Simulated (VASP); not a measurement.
Input of a VASP 6.6.1 run:

File INCAR:

```
PREC = Accurate ; ENCUT = 400
EDIFF = 1E-6 ; ISMEAR = 0
SIGMA = 0.05 ; LREAL = False
LASPH = True ; NELM = 120
ALGO = Normal ; ISIF = 2
LWAVE = False ; LCHARG = False
LDIPOL = True ; IDIPOL = 3
DIPOL = 0.5 0.5 0.412 ; GGA = PE
IVDW = 12 ; NBANDS = 48
GGA_COMPAT = False ; NELMDL = -8
```

The input KPOINTS:

```
Automatic mesh
0
Gamma
  9 9 1
```

File POSCAR:

```
InSe
1.0
    4.0266103653      0.0000000000      0.0000000000
   -2.0133051827      3.4871468675      0.0000000000
    0.0000000000      0.0000000000     28.2707107737
Se In
4 4
Direct
    0.0000000000      0.0000000000      0.1591753400
    0.0000000000      0.0000000000      0.3496677344
    0.2222222222      0.6666666667      0.4738244996
    0.2222222222      0.6666666667      0.6643168940
    0.6666666667      0.3333333333      0.2049979902
    0.6666666667      0.3333333333      0.3038451596
    0.8888888889      1.0000000000      0.5196471499
    0.8888888889      1.0000000000      0.6184943192
```

Potentials or basis: VASP PAW PBE potentials, release 64 (Se, In_d).

Command:

```sh
$ cat potpaw_PBE.64/Se/POTCAR potpaw_PBE.64/In_d/POTCAR > POTCAR
$ mpirun -np 1 vasp_std > vasp.out
```

Predict the band gap on the k mesh.

1.22 eV, indirect (least direct gap 1.26 eV).

What does it give for the largest force?

0.074 eV/Å.

Estimate the dispersion energy per atom.

-0.249 eV.

Forces in eV/Å, atoms in the order of the input:
```
Se  -0.001  0.000 -0.012
Se  -0.015  0.005  0.072
Se   0.009 -0.005 -0.074
Se   0.000  0.000  0.012
In  -0.002  0.000  0.014
In   0.004  0.000  0.026
In   0.003  0.001 -0.024
In   0.001  0.000 -0.014
```

Caveat: spin-orbit coupling is left out, which moves the levels of the heavy elements.
